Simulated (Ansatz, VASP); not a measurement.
## ScF3 in VASP and in Ansatz

INCAR

```
SYSTEM = ScF3
ALGO     = Normal         ! electronic algorithm
EDIFF    = 1E-6           ! SCF threshold, eV
ENCUT    = 520            ! plane-wave cutoff, eV
ISIF     = 2              ! what is computed and relaxed
ISMEAR   = 0              ! smearing method
LASPH    = .TRUE.         ! aspherical terms in the spheres
LCHARG   = .FALSE.        ! write CHGCAR
LREAL    = .FALSE.        ! projectors in reciprocal space
LWAVE    = .FALSE.        ! write WAVECAR
NBANDS   = 24             ! bands
NELM     = 100            ! most SCF steps
PREC     = Accurate       ! precision mode
SIGMA    = 0.05           ! smearing width, eV
```

The input KPOINTS:

```
k-points
0
G
  6 6 6
  0 0 0
```

The input POSCAR:

```
ScF3
1.0
    3.8869779045      0.0000000000      0.0000000000
    0.0000000000      3.8869779045      0.0000000000
    0.0000000000      0.0000000000      4.2756756949
Sc F
1 3
Direct
    0.0000000000      0.0000000000      0.0000000000
    0.5000000000      0.0000000000      0.0000000000
    0.0000000000      0.5000000000      0.0000000000
    0.0000000000      0.0000000000      0.5000000000
```

Input for Ansatz:

```yaml
crystal:
  lattice:
    - [3.8869779045, 0.0, 0.0]
    - [0.0, 3.8869779045, 0.0]
    - [0.0, 0.0, 4.2756756949]
  atoms:
    - { symbol: Sc, position: [0.0, 0.0, 0.0] }
    - { symbol: F, position: [0.5, 0.0, 0.0] }
    - { symbol: F, position: [0.0, 0.5, 0.0] }
    - { symbol: F, position: [0.0, 0.0, 0.5] }
basis:
  ecutwfc: 420
kpoints:
  mp_grid: { grid: [6, 6, 6] }
hamiltonian:
  xc: lda
scf:
  occupations: { method: gaussian, width: 0.05 }
output:
  forces: true
  stress: true
  eigenvalues: true
```

Alike in both runs: task single point; functional LDA; k mesh 6 × 6 × 6; occupations gaussian, width 0.05 eV; no spin polarisation.

```csv
,VASP,Ansatz
version,VASP 6.6.1,Ansatz 0.2.0
potentials or method,"VASP PAW LDA potentials, release 64 (Sc_sv, F), cutoff 520 eV","scalar-relativistic, plane waves, PAW"
valence electrons in the cell,32,32
```

Ansatz gave:

* gap on the k mesh at the Fermi level (eV): 5.86
* least direct gap on the mesh (eV): 6.03
* pressure (GPa): -1.1
* traceless stress, the component that is largest in VASP (GPa): -13.44

Q: Estimate VASP's values.

A: gap on the k mesh at the Fermi level (eV): 5.84; least direct gap on the mesh (eV): 6.01; pressure (GPa): -0.4; traceless stress, the component that is largest in VASP (GPa): -13.87.

LDA's correlation is that of Perdew and Zunger in VASP and of Perdew and Wang (1992) in Ansatz.
